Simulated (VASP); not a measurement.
Input of a VASP 6.6.1 run:

The input POSCAR:

```
AlNi
1.0
    1.9386940000     -1.9531901500      0.0000000000
    1.9386940000      1.9531901500      0.0000000000
    0.0000000000      0.0000000000      3.0994300413
Al Ni
1 1
Direct
    0.0000000000      0.0000000000      0.0000000000
    0.5000000000      0.5000000000      0.5000000000
```

Contents of INCAR.step1:

```
ALGO     = Normal         # electronic algorithm
EDIFF    = 1E-4           # SCF threshold, eV
ENCUT    = 520            # plane-wave cutoff, eV
GGA      = PE             # functional
ISMEAR   = 1              # smearing method
LASPH    = T              # aspherical terms in the spheres
LCHARG   = F              # write CHGCAR
LREAL    = F              # projectors in reciprocal space
LWAVE    = T              # write WAVECAR
NBANDS   = 14             # bands
NELM     = 60             # most SCF steps
PREC     = Accurate       # precision mode
SIGMA    = 0.3            # smearing width, eV
```

File INCAR.step2:

```
ALGO     = Normal         # electronic algorithm
EDIFF    = 1E-6           # SCF threshold, eV
ENCUT    = 520            # plane-wave cutoff, eV
ISIF     = 2              # what is computed and relaxed
ISMEAR   = 1              # smearing method
ISTART   = 1            
LASPH    = T              # aspherical terms in the spheres
LCHARG   = T              # write CHGCAR
LELF     = T              # ELF
LMIXTAU  = T            
LREAL    = F              # projectors in reciprocal space
LVHAR    = T            
LWAVE    = F              # write WAVECAR
METAGGA  = R2SCAN         # meta-GGA
NBANDS   = 14             # bands
NELM     = 60             # most SCF steps
PREC     = Accurate       # precision mode
SIGMA    = 0.3            # smearing width, eV
```

Contents of KPOINTS:

```
k-points
0
Gamma
  16 16 14
```

Potentials or basis: VASP PAW PBE potentials, release 64 (Al, Ni).

Run with:

```console
$ cat potpaw_PBE.64/Al/POTCAR potpaw_PBE.64/Ni/POTCAR > POTCAR
$ cp INCAR.step1 INCAR
$ mpirun -np 1 vasp_std > vasp.out
$ cp INCAR.step2 INCAR
$ mpirun -np 1 vasp_std > vasp.out
```

What does it give for the pressure?

0.4 GPa.

Stress tensor (GPa, compression positive):
```
 3.62  0.00  0.00
 0.00  1.98  0.00
 0.00  0.00 -4.44
```

Caveat: the PAW data sets were made with another functional, which shifts forces and pressure a little. Spin polarisation is off, so any magnetic state and its effect on volume and gap are missing.
